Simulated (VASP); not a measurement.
# Ti16Si in VASP: notebook

Runs on Ti16Si. Level: PBE. Tasks: single point.

Program: VASP 6.6.1. These are calculated values, not measurements. Logs are shortened: lines on timing, memory, paths and dates and some standing lists are left out, and cuts for length are marked.

## 1. The cell of the first run

The cell holds a slab with vacuum, 17 atoms: a = 6.511 Å, b = 6.511 Å, c = 20.179 Å, α = 90.00°, β = 90.00°, γ = 90.00°.

## 2. Single point, PBE

The input, INCAR:

```
SYSTEM = Ti16Si
ALGO     = Normal         ! electronic algorithm
DIPOL    = 0.5 0.5 0.329
EDIFF    = 1E-6           ! SCF threshold, eV
ENCUT    = 520            ! plane-wave cutoff, eV
GGA      = PE             ! functional
IDIPOL   = 3            
ISIF     = 2              ! what is computed and relaxed
ISMEAR   = 0              ! smearing method
LASPH    = .True.         ! aspherical terms in the spheres
LCHARG   = .False.        ! write CHGCAR
LDIPOL   = .True.       
LREAL    = Auto         
LWAVE    = .False.        ! write WAVECAR
NBANDS   = 112            ! bands
NELM     = 80             ! most SCF steps
PREC     = Accurate       ! precision mode
SIGMA    = 0.1            ! smearing width, eV
```

The input, KPOINTS:

```
k-points
0
Gamma
  4 4 1
  0 0 0
```

The input, POSCAR:

```
Ti16Si
1.0
    6.5106718524      0.0000000000      0.0000000000
    0.0000000000      6.5106718524      0.0000000000
    0.0000000000      0.0000000000     20.1793683656
Ti Si
16 1
Direct
    0.2500000000      0.2500000000      0.1982222599
    0.2500000000      0.7500000000      0.1982222599
    0.7500000000      0.2500000000      0.1982222599
    0.7500000000      0.7500000000      0.1982222599
    0.0000000000      0.0000000000      0.2788822654
    0.0000000000      0.5000000000      0.2788822654
    0.5000000000      0.0000000000      0.2788822654
    0.5000000000      0.5000000000      0.2788822654
    0.2500000000      0.2500000000      0.3551865505
    0.2500000000      0.7500000000      0.3551865505
    0.7500000000      0.2500000000      0.3551865505
    0.7500000000      0.7500000000      0.3551865505
    0.0000000000      0.0000000000      0.4301110029
    0.0000000000      0.5000000000      0.4301110029
    0.5000000000      0.0000000000      0.4301110029
    0.5000000000      0.5000000000      0.4301110029
    0.0000000000      0.0000000000      0.5485091705
```

Potentials or basis: VASP PAW PBE potentials, release 64 (Ti_sv, Si).

Started as:

```console
$ cat potpaw_PBE.64/Ti_sv/POTCAR potpaw_PBE.64/Si/POTCAR > POTCAR
$ mpirun -np 1 vasp_std > vasp.out
```

OUTCAR:

```text
SYSTEM = Ti16Si
   EDIFF = 1E-6
   ENCUT = 520
   GGA = PE
   ISIF = 2
   ISMEAR = 0
   LASPH = .True.
   LREAL = Auto
   NELM = 80
   PREC = Accurate

 ion  position               nearest neighbor table
   1  0.250  0.250  0.198-   5 2.82   6 2.82   7 2.82   8 2.82
   2  0.250  0.750  0.198-   5 2.82   6 2.82   7 2.82   8 2.82
   3  0.750  0.250  0.198-   5 2.82   6 2.82   7 2.82   8 2.82
   4  0.750  0.750  0.198-   5 2.82   6 2.82   7 2.82   8 2.82
   5  0.000  0.000  0.279-   9 2.77  10 2.77  11 2.77  12 2.77   1 2.82   2 2.82   3 2.82   4 2.82
[... 11 lines left out ...]
  11  0.750  0.250  0.355-  13 2.75  14 2.75  15 2.75  16 2.75   5 2.77   6 2.77   7 2.77   8 2.77

  12  0.750  0.750  0.355-  13 2.75  14 2.75  15 2.75  16 2.75   5 2.77   6 2.77   7 2.77   8 2.77

  13  0.000  0.000  0.430-  17 2.39  10 2.75  11 2.75  12 2.75   9 2.75
  14  0.000  0.500  0.430-   9 2.75  10 2.75  11 2.75  12 2.75
  15  0.500  0.000  0.430-   9 2.75  10 2.75  11 2.75  12 2.75
  16  0.500  0.500  0.430-   9 2.75  10 2.75  11 2.75  12 2.75
  17  0.000  0.000  0.549-  13 2.39

  LATTYP: Found a simple tetragonal cell.
 ALAT       =     6.5106718524
 C/A-ratio  =     3.0994294941

  Lattice vectors:

 A1 = (   6.5106718524,   0.0000000000,   0.0000000000)
 A2 = (   0.0000000000,   6.5106718524,   0.0000000000)
 A3 = (   0.0000000000,   0.0000000000,  20.1793683656)

Analysis of symmetry for initial positions (statically):
=====================================================================
 Subroutine PRICEL returns:
 Original cell was already a primitive cell.

 Routine SETGRP: Setting up the symmetry group for a
 simple tetragonal supercell.

 Subroutine GETGRP returns: Found  8 space group operations
 (whereof  8 operations were pure point group operations)
 out of a pool of 16 trial point group operations.

The static configuration has the point symmetry C_4v.

Analysis of symmetry for dynamics (positions and initial velocities):
=====================================================================
 Subroutine PRICEL returns:
 Original cell was already a primitive cell.

 Routine SETGRP: Setting up the symmetry group for a
 simple tetragonal supercell.

 Subroutine GETGRP returns: Found  8 space group operations
 (whereof  8 operations were pure point group operations)
 out of a pool of 16 trial point group operations.

The dynamic configuration has the point symmetry C_4v.

 Subroutine INISYM returns: Found  8 space group operations
 (whereof  8 operations are pure point group operations),
 and found     1 'primitive' translations

----------------------------------------------------------------------------------------

                                     Primitive cell
[... 119 lines left out ...]
   IALGO  =     38    algorithm
   IMIX   =      4    mixing-type and parameters
     AMIX     =   0.40;   BMIX     =  1.00
     AMIX_MAG =   1.60;   BMIX_MAG =  1.00
  volume/ion in A,a.u.               =      50.32       339.55
  Fermi-wavevector in a.u.,A,eV,Ry     =   1.001783  1.893096 13.654396  1.003570
  Thomas-Fermi vector in A             =   2.134228
   LORBIT       =      0    0 simple, 1 ext, 2 COOP (PROOUT), +10 PAW based schemes
   GGA     = PE    functional components
   LHFCALC =     F    Hartree Fock is set to
   AEXX    =    0.0000 exact exchange contribution
   IVDW    =     0    specifies the selected vdW correction
   LEPSILON=     F    determine dielectric tensor
   LRPA    =     F    only Hartree local field effects (RPA)
 non-spin polarized calculation
 Gauss-broadening in eV      SIGMA  =   0.10
  energy-cutoff  :      520.00
  volume of cell :      855.38
 maximum number of plane-waves:     23060
   NGX = 25   NGY = 25   NGZ = 75

 dipolmoment           0.000000      0.000000     -0.045323 electrons x Angstroem

 number of electron     196.0000093 magnetization

 dipolmoment           0.000000      0.000000      0.315181 electrons x Angstroem

 Free energy of the ion-electron system (eV)
  ---------------------------------------------------
  ext. energy  EPLUGINS =         0.00000000
  ---------------------------------------------------
  free energy    TOTEN  =      -119.02644475 eV

  energy without entropy =     -118.84792873  energy(sigma->0) =     -118.93718674

 E-fermi :   0.4317     XC(G=0):  -5.1049

 val. band max:        0.4273349588   @ k =   0.5000   0.2500   0.0000
 cond. band min:       0.4345164061   @ k =   0.5000   0.2500   0.0000
 fundamental gap:      0.0071814473
 Fermi energy:         0.4317473744

 k-point     1 :       0.0000    0.0000    0.0000
  band No.  band energies     occupation
      1     -56.6575      2.00000
      2     -56.6436      2.00000
      3     -56.6436      2.00000
      4     -56.6338      2.00000
      5     -56.5597      2.00000
      6     -56.5502      2.00000
[... 667 lines left out ...]
    109       1.0841      0.00000
    110       1.0989      0.00000
 [bands above 110 left out]

------------------------ aborting loop because EDIFF is reached ----------------------------------------

 vacuum level on the upper side and lower side of the slab       (xc-potential included)         0.374        -0.887

  FORCE on cell =-STRESS in cart. coord.  units (eV):
  Direction    XX          YY          ZZ          XY          YZ          ZX
  --------------------------------------------------------------------------------------
  -------------------------------------------------------------------------------------
  Total      -12.9234798    -12.9234798     -3.0284413      0.0000000      0.0000000      0.0000000
  in kB      -24.2064370    -24.2064370     -5.6724485      0.0000000      0.0000000      0.0000000
  external PRESSURE =     -18.0284408 kB  Pullay stress =       0.0000000 kB

 VOLUME and BASIS-vectors are now :
 -----------------------------------------------------------------------------
  energy-cutoff  :      520.00
  volume of cell :      855.38
      direct lattice vectors                 reciprocal lattice vectors
     6.510671852  0.000000000  0.000000000     0.153593980  0.000000000  0.000000000
     0.000000000  6.510671852  0.000000000     0.000000000  0.153593980  0.000000000
     0.000000000  0.000000000 20.179368366     0.000000000  0.000000000  0.049555565

 POSITION                                       TOTAL-FORCE (eV/Angst)
 -----------------------------------------------------------------------------------
      1.62767      1.62767      4.00000        -0.005860     -0.005860      0.501172
      1.62767      4.88300      4.00000        -0.005860      0.005860      0.501172
      4.88300      1.62767      4.00000         0.005860     -0.005860      0.501172
      4.88300      4.88300      4.00000         0.005860      0.005860      0.501172
      0.00000      0.00000      5.62767         0.000000      0.000000     -0.698965
      0.00000      3.25534      5.62767         0.000000      0.000000     -0.427758
[... 9 lines left out ...]
      3.25534      3.25534      8.67937         0.000000     -0.000000      0.031526
      0.00000      0.00000     11.06857        -0.000000     -0.000000     -0.025335
 -----------------------------------------------------------------------------------
    total drift:                                0.000000      0.000000      0.136150

  FREE ENERGIE OF THE ION-ELECTRON SYSTEM (eV)
  ---------------------------------------------------
  free  energy   TOTEN  =      -119.0264447536 eV

  energy  without entropy=     -118.8479287275  energy(sigma->0) =     -118.93718674

 vacuum level on the upper side and lower side of the slab         4.700         3.402
```

stdout:

```text
POSCAR found type information on POSCAR TiSi
 POSCAR found :  2 types and      17 ions
 scaLAPACK will be used
 LDA part: xc-table for (Slater+PW92), standard interpolation
 POSCAR, INCAR and KPOINTS ok, starting setup
 FFT: planning ... GRIDC
 FFT: planning ... GRID_SOFT
 FFT: planning ... GRID
 WAVECAR not read
 entering main loop
```

It took 20 min on 1 thread of Intel Xeon 6975P-C (Granite Rapids), shared host; peak memory 0.88 GiB.

Results:

```
Free energy            : -119.0264 eV
Largest force          : 0.699 eV/Å
Band gap on the k mesh : zero (bands 98 and 99 overlap by 0.12 eV)
```

Forces in eV/Å, atoms in the order of the input:
```
Ti  -0.006 -0.006  0.501
Ti  -0.006  0.006  0.501
Ti   0.006 -0.006  0.501
Ti   0.006  0.006  0.501
Ti   0.000  0.000 -0.699
Ti   0.000  0.000 -0.428
Ti   0.000  0.000 -0.428
Ti   0.000  0.000 -0.470
Ti   0.272  0.272 -0.158
Ti   0.272 -0.272 -0.158
Ti  -0.272  0.272 -0.158
Ti  -0.272 -0.272 -0.158
Ti   0.000  0.000 -0.563
Ti   0.000  0.000  0.604
Ti   0.000  0.000  0.604
Ti   0.000  0.000  0.032
Si   0.000  0.000 -0.025
```

Levels at points of the mesh, in eV from the Fermi level:
```tsv
k point	band 96	band 97	band 98	band 99	band 100	band 101
(0.00, 0.00, 0.00)	-0.15	-0.15	-0.09	0.12	0.12	0.19
(0.50, 0.00, 0.00)	0.05	0.06	0.07	0.14	0.16	0.16
(0.50, 0.50, 0.00)	-0.16	-0.15	-0.05	-0.05	-0.05	-0.02
```

## 3. Single point, PBE

The input, INCAR:

```
SYSTEM = Ti16Si
  PREC = Accurate
  ENCUT = 520
  EDIFF = 1E-6
  ISMEAR = 0
  SIGMA = 0.1
  LREAL = Auto
  LASPH = .TRUE.
  NELM = 100
  ALGO = Normal
  ISIF = 2
  LWAVE = .FALSE.
  LCHARG = .FALSE.
  LDIPOL = .TRUE.
  IDIPOL = 3
  DIPOL = 0.5 0.5 0.326
  GGA = PE
  NBANDS = 112
```

The input, KPOINTS:

```
Automatic mesh
0
G
  4 4 1
  0 0 0
```

POSCAR, as its differences from that of step 2:

```diff
@@ -24,2 +24,2 @@
     0.5000000000      0.5000000000      0.4301110029
-    0.0000000000      0.0000000000      0.5485091705
+    0.2500000000      0.2500000000      0.4857677606
```

Potentials or basis: VASP PAW PBE potentials, release 64 (Ti_sv, Si).

Started as:

```console
$ cat potpaw_PBE.64/Ti_sv/POTCAR potpaw_PBE.64/Si/POTCAR > POTCAR
$ mpirun -np 1 vasp_std > vasp.out
```

Wall time 20 min (1 thread of Intel Xeon 6975P-C (Granite Rapids), shared host); peak memory 0.88 GiB.

Results (log left out):

```yaml
Free_energy: -121.8975 eV
Largest_force: 0.594 eV/Å
Band_gap_on_the_k_mesh: zero (bands 98 and 99 overlap by 0.31 eV)
```

Forces on the atoms (eV/Å):
```
Ti   0.000  0.000  0.531
Ti   0.000  0.000  0.482
Ti   0.000  0.000  0.482
Ti   0.000  0.000  0.594
Ti   0.007  0.007 -0.552
Ti   0.007 -0.007 -0.552
Ti  -0.007  0.007 -0.552
Ti  -0.007 -0.007 -0.552
Ti   0.000  0.000  0.013
Ti   0.000  0.000 -0.461
Ti   0.000  0.000 -0.461
Ti   0.000  0.000 -0.369
Ti  -0.206 -0.206  0.350
Ti  -0.206  0.206  0.350
Ti   0.206 -0.206  0.350
Ti   0.206  0.206  0.350
Si   0.000  0.000 -0.001
```

Levels at points of the mesh, in eV from the Fermi level:
```csv
k point,band 95,band 96,band 97,band 98,band 99,band 100,band 101,band 102
"(0.00, 0.00, 0.00)",-0.18,-0.15,-0.15,0.19,0.22,0.25,0.25,0.39
"(0.50, 0.00, 0.00)",-0.21,0.01,0.02,0.09,0.10,0.14,0.19,0.21
"(0.50, 0.50, 0.00)",-0.38,-0.19,-0.13,-0.11,-0.11,-0.03,-0.01,0.03
```

The gap in the log of VASP goes by the Fermi energy; the results here count the filled bands.